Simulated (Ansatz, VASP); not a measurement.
# Co: VASP beside Ansatz

INCAR

```
SYSTEM = Co
ALGO = Normal
EDIFF = 1E-6
EDIFFG = -0.01
ENCUT = 600
GGA = PS
IBRION = 2
ISIF = 3
ISMEAR = -1
ISPIN = 2
LASPH = .True.
LCHARG = .False.
LMAXMIX = 4
LORBIT = 11
LREAL = .False.
LWAVE = .False.
MAGMOM = 2 2
NELM = 150
NSW = 80
PREC = Accurate
SIGMA = 0.05
```

The input KPOINTS:

```
k-points
0
Gamma
  12 12 7
  0 0 0
```

File POSCAR:

```
Co
1.0
    2.4719999032      0.0000000000      0.0000000000
   -1.2359999516      2.1408147143      0.0000000000
    0.0000000000      0.0000000000      4.0211440800
Co
2
Direct
    0.6666666667      0.3333333333      0.7500000000
    0.3333333333      0.6666666667      0.2500000000
```

File input.yaml:

```yaml
crystal:
  lattice:
    - [2.4719999032, 0.0, 0.0]
    - [-1.2359999516, 2.1408147143, 0.0]
    - [0.0, 0.0, 4.02114408]
  atoms:
    - { symbol: Co, position: [0.6666666667, 0.3333333333, 0.75], spin: 2.0 }
    - { symbol: Co, position: [0.3333333333, 0.6666666667, 0.25], spin: 2.0 }
kpoints:
  mp_grid: { grid: [12, 12, 7] }
scf:
  occupations: { method: fermi_dirac, width: 0.05 }
hamiltonian:
  xc: pbesol
  pseudopotentials: { kind: all_electron, lapw: { basis_error: 0.001 } }
magnetization:
  spin_polarized: true
output:
  forces: true
  stress: true
relax:
  f_tol: 0.01
  max_steps: 60
  cell: {}
```

Alike in both runs: task relaxation of cell and atoms; functional PBEsol; k mesh 12 × 12 × 7; occupations fermi-dirac, width 0.05 eV; collinear spin.

```csv
,VASP,Ansatz
version,VASP 6.6.1,Ansatz 0.2.0
potentials or method,"VASP PAW PBE potentials, release 64 (Co), cutoff 600 eV","all-electron LAPW, scalar-relativistic"
```

|  | VASP | Ansatz | Ansatz less VASP |
| --- | --- | --- | --- |
| net moment per atom (μB) | 1.55 | 1.57 | +0.015 |
| size of the moment on the site where the two differ most (μB) | 1.56 | 1.62 | +0.064 |
| relaxed volume (Å³/atom) | 10.32 | 10.36 | +0.047 |
| relaxed cell length with the largest relative difference (Å) | 3.958 | 3.964 | +0.0061 |

VASP's potentials were made for PBE, not for PBEsol. Site moments also hang on the region over which each program counts them. Ansatz ran all-electron here, and VASP with PAW potentials.
